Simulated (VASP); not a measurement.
Input of a VASP 6.6.1 run:

The input POSCAR:

```
SiO2
1.0
    3.8559016141      0.0000000000      0.0000000000
    0.0000000000      3.8559016141      0.0000000000
    0.0000000000      0.0000000000      2.5152734030
Si O
2 4
Direct
    0.0000000000      0.0000000000      0.0000000000
    0.5000000000      0.5000000000      0.5000000000
    0.3006993428      0.3006993428      0.0000000000
    0.6993006572      0.6993006572      0.0000000000
    0.8006993428      0.1993006572      0.5000000000
    0.1993006572      0.8006993428      0.5000000000
```

File INCAR.step1:

```
  ALGO = Normal
  EDIFF = 1E-4
  ENCUT = 520
  GGA = PE
  ISMEAR = -1
  LASPH = True
  LCHARG = False
  LREAL = False
  LWAVE = True
  NBANDS = 25
  NELM = 60
  PREC = Accurate
  SIGMA = 0.08
```

Contents of INCAR.step2:

```
  ALGO = Normal
  EDIFF = 1E-6
  ENCUT = 520
  ISIF = 2
  ISMEAR = -1
  ISTART = 1
  LASPH = True
  LCHARG = False
  LMIXTAU = True
  LREAL = False
  LWAVE = False
  METAGGA = R2SCAN
  NBANDS = 25
  NELM = 60
  PREC = Accurate
  SIGMA = 0.08
```

The input KPOINTS:

```
k-points
0
Gamma
  8 8 11
```

Potentials or basis: VASP PAW PBE potentials, release 64 (Si, O).

Launch:

```bash
$ cat potpaw_PBE.64/Si/POTCAR potpaw_PBE.64/O/POTCAR > POTCAR
$ cp INCAR.step1 INCAR
$ mpirun -np 1 vasp_std > vasp.out
$ cp INCAR.step2 INCAR
$ mpirun -np 1 vasp_std > vasp.out
```

Problem. What does it give for the pressure?

Solution. 114.4 GPa.

Problem. Predict the largest force.

Solution. 0.017 eV/Å.

Forces on the atoms (eV/Å):
```
Si   0.000  0.000  0.000
Si   0.000  0.000  0.000
O   -0.012 -0.012  0.000
O    0.012  0.012  0.000
O   -0.012  0.012  0.000
O    0.012 -0.012  0.000
```

Caveat: the PAW data sets were made with another functional, which shifts forces and pressure a little.
